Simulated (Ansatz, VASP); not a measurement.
Sc: VASP beside Ansatz

The input INCAR:

```
SYSTEM = Sc
PREC = Accurate ; ENCUT = 520
EDIFF = 1E-7 ; ISMEAR = -1
SIGMA = 0.1 ; LREAL = .FALSE.
LASPH = .TRUE. ; NELM = 60
ALGO = Normal ; ISIF = 2
LWAVE = .FALSE. ; LCHARG = .FALSE.
GGA = RE ; NBANDS = 18
```

Contents of KPOINTS:

```
regular mesh
0
G
  18 18 10
  0 0 0
```

The input POSCAR:

```
Sc
1.0
    3.4340930700      0.0000000000      0.0000000000
   -1.7170465350      2.9740118376      0.0000000000
    0.0000000000      0.0000000000      5.3800451081
Sc
2
Direct
    0.3333333333      0.6666666667      0.2500000000
    0.6666666667      0.3333333333      0.7500000000
```

Input for Ansatz:

```yaml
crystal:
  lattice:
    - [3.4340930699, 0.0, 0.0]
    - [-1.7170465349, 2.9740118375, 0.0]
    - [0.0, 0.0, 5.3800451072]
  atoms:
    - { symbol: Sc, position: [0.3333333333, 0.6666666667, 0.25] }
    - { symbol: Sc, position: [0.6666666667, 0.3333333333, 0.75] }
hamiltonian:
  xc: revpbe
  pseudopotentials:
    kind: paw
    azcp:
      Sc: "pseudopotentials/Sc.paw.azcp"
basis:
  ecutwfc: 420
  fft_grid_basis: typed
kpoints:
  mp_grid: { grid: [18, 18, 10], shift: [0, 0, 0] }
magnetization:
  spin_polarized: false
scf:
  occupations: { method: fermi_dirac, width: 0.1 }
output:
  stress: true
```

Alike in both runs: task single point; functional revPBE; k mesh 18 × 18 × 10; occupations fermi-dirac, width 0.1 eV; no spin polarisation.

```csv
,VASP,Ansatz
version,VASP 6.6.1,Ansatz 0.2.0
potentials or method,"VASP PAW PBE potentials, release 64 (Sc_sv), cutoff 520 eV","plane waves (420 eV) with PAW, scalar-relativistic"
valence electrons in the cell,22,22
```

|  | VASP | Ansatz | Ansatz less VASP |
| --- | --- | --- | --- |
| pressure (GPa) | -3.4 | -3.4 | -0.02 |
| traceless stress, the component that is largest in VASP (GPa) | 0.12 | 0.12 | -0.001 |

VASP's potentials were made for PBE, not for revPBE.
